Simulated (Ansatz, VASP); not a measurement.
# Bi in VASP and in Ansatz

The input INCAR:

```
PREC     = Accurate       # precision mode
ENCUT    = 500            # plane-wave cutoff, eV
EDIFF    = 1E-6           # SCF threshold, eV
ISMEAR   = -1             # smearing method
SIGMA    = 0.1            # smearing width, eV
LREAL    = False          # projectors in reciprocal space
LASPH    = True           # aspherical terms in the spheres
NELM     = 120            # most SCF steps
ALGO     = Normal         # electronic algorithm
ISIF     = 2              # what is computed and relaxed
LWAVE    = False          # write WAVECAR
LCHARG   = False          # write CHGCAR
GGA      = CA             # functional
NBANDS   = 14             # bands
GGA_COMPAT= False
```

KPOINTS

```
regular mesh
0
Gamma
  16 16 16
```

The input POSCAR:

```
Bi
1.0
   -1.8184251247      1.8184251247      1.8184251247
    1.8184251247     -1.8184251247      1.8184251247
    1.8184251247      1.8184251247     -1.8184251247
Bi
1
Direct
    0.0000000000      0.0000000000      0.0000000000
```

Input for Ansatz:

```yaml
crystal:
  lattice:
    - [-1.8184251247, 1.8184251247, 1.8184251247]
    - [1.8184251247, -1.8184251247, 1.8184251247]
    - [1.8184251247, 1.8184251247, -1.8184251247]
  atoms:
    - { symbol: Bi, position: [0.0, 0.0, 0.0] }
basis:
  ecutwfc: 420
kpoints:
  mp_grid: { grid: [16, 16, 16] }
  band_path:
    path:
      - [[0.0, 0.0, 0.0], [0.5, -0.5, 0.5], [0.0, 0.0, 0.5], [0.0, 0.0, 0.0], [0.25, 0.25, 0.25], [0.5, -0.5, 0.5]]
      - [[0.25, 0.25, 0.25], [0.0, 0.0, 0.5]]
    npoints: 12
hamiltonian:
  xc: lda
scf:
  occupations: { method: fermi_dirac, width: 0.1 }
  n_extra_bands: 6
output:
  forces: true
  stress: true
  eigenvalues: true
```

Alike in both runs: task single point; functional LDA; k mesh 16 × 16 × 16; occupations fermi-dirac, width 0.1 eV; no spin polarisation.

|  | VASP | Ansatz |
| --- | --- | --- |
| version | VASP 6.6.1 | Ansatz 0.2.0 |
| potentials or method | VASP PAW LDA potentials, release 64 (Bi_d), cutoff 500 eV | scalar-relativistic, plane waves, PAW |
| valence electrons in the cell | 15 | 15 |

```tsv
	VASP	Ansatz	Ansatz less VASP
gap on the k mesh at the Fermi level (eV)	none	none	-
pressure (GPa)	20.5	20.2	-0.30
```

LDA's correlation is that of Perdew and Zunger in VASP and of Perdew and Wang (1992) in Ansatz. A gap of «none» marks a metal or a gap that the smearing closes.

Spin-orbit coupling is off throughout.
